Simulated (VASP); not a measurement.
A run of VASP 6.6.1 is set up as follows.

File INCAR:

```
SYSTEM = Au
PREC = Accurate ; ENCUT = 520
EDIFF = 1E-7 ; ISMEAR = 0
SIGMA = 0.1 ; LREAL = .False.
LASPH = .True. ; NELM = 100
ALGO = Fast ; ISIF = 2
LWAVE = .False. ; LCHARG = .False.
GGA = PS ; NBANDS = 12
```

KPOINTS

```
regular mesh
0
Gamma
  18 18 18
  0 0 0
```

The input POSCAR:

```
Au
1.0
    0.0000000000      2.1107923600      2.1107923600
    2.1107923600      0.0000000000      2.1107923600
    2.1107923600      2.1107923600      0.0000000000
Au
1
Direct
    0.0000000000      0.0000000000      0.0000000000
```

Potentials or basis: VASP PAW PBE potentials, release 64 (Au).

Launch:

```console
$ cat potpaw_PBE.64/Au/POTCAR > POTCAR
$ mpirun -np 1 vasp_std > vasp.out
```

(1) What does it give for the pressure?

Results:

(1) -13.3 GPa.

Caveat: the cell differs from its parent crystal (strained); the PAW data sets were made with another functional, which shifts forces and pressure a little.
